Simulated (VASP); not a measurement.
Wanted: the native input for a VASP 6.6.1 run.

| Item | Value |
| --- | --- |
| Task | relaxation of cell and atoms |
| Functional | PBE |
| Potentials or basis | VASP PAW PBE potentials, release 64 (Zn, O) |
| Cutoff | 600 eV |
| k mesh | 4 × 4 × 4 |
| Occupations | gaussian, width 0.1 eV |
| Spin | collinear spin, ferromagnetic start |
| Starting moments | [0.0, 0.0, 0.0, 0.0, 0.0, 1.0] μB |
| Dipole correction | no |
| Further INCAR settings | ALGO = Normal; EDIFF = 1e-06; IBRION = 2; EDIFFG = -0.04; NSW = 90; ISIF = 3 |

The structure of Zn5O lies in POSCAR:

```
Zn5O
1.0
    0.0000000000      3.4593232500      3.4593232500
    3.4593232500      0.0000000000      3.4593232500
    3.4593232500      3.4593232500      0.0000000000
Zn O
5 1
Direct
    0.3750000000      0.3750000000      0.8750000000
    0.3750000000      0.8750000000      0.3750000000
    0.8750000000      0.3750000000      0.3750000000
    0.3750000000      0.3750000000      0.3750000000
    0.7500000000      0.7500000000      0.7500000000
    0.0000000000      0.0000000000      0.0000000000
```

The cell was built from a structure type or drawn by symmetry, and may not be a known phase.

The input as run:

INCAR

```
SYSTEM = Zn5O
  PREC = Accurate
  ENCUT = 600
  EDIFF = 1E-6
  ISMEAR = 0
  SIGMA = 0.1
  LREAL = .FALSE.
  LASPH = .TRUE.
  NELM = 150
  ALGO = Normal
  ISIF = 3
  LWAVE = .FALSE.
  LCHARG = .FALSE.
  ISPIN = 2
  MAGMOM = 0 0 0 0 0 1
  LORBIT = 11
  GGA = PE
  IBRION = 2
  NSW = 90
  EDIFFG = -0.04
```

KPOINTS

```
regular mesh
0
G
  4 4 4
  0 0 0
```

Potentials or basis: VASP PAW PBE potentials, release 64 (Zn, O).

Command:

```bash
$ cat potpaw_PBE.64/Zn/POTCAR potpaw_PBE.64/O/POTCAR > POTCAR
$ mpirun -np 1 vasp_std > vasp.out
```

It gave:

```
Relaxed volume                                        : 15.06 Å³/atom
Relaxed cell                                          : a = 5.037 Å, b = 5.037 Å, c = 5.037 Å, α = 60.00°, β = 60.00°, γ = 60.00°
Space group after relaxing (to 0.1 Å)                 : F-43m (No. 216)
Energy gained by relaxing                             : 24.2 meV/atom
Ionic steps                                           : 2
Pressure after relaxing                               : -0.3 GPa
Band gap on the k mesh                                : zero (filled and empty bands overlap)
Net moment                                            : 0.00 μB per cell
Valence electrons inside the program's atomic spheres : Zn 10.79, 10.61 (each value once); O 4.73
```

Caveat: the k points lie up to 0.38 Å⁻¹ apart in the final cell, too coarse for converged energies and pressures of a metal; semilocal functionals underestimate gaps, so a narrow gap can read as zero.

Wall time 6.7 min on 1 thread of Intel Xeon 8259CL (shared host), peak memory 0.3 GiB.
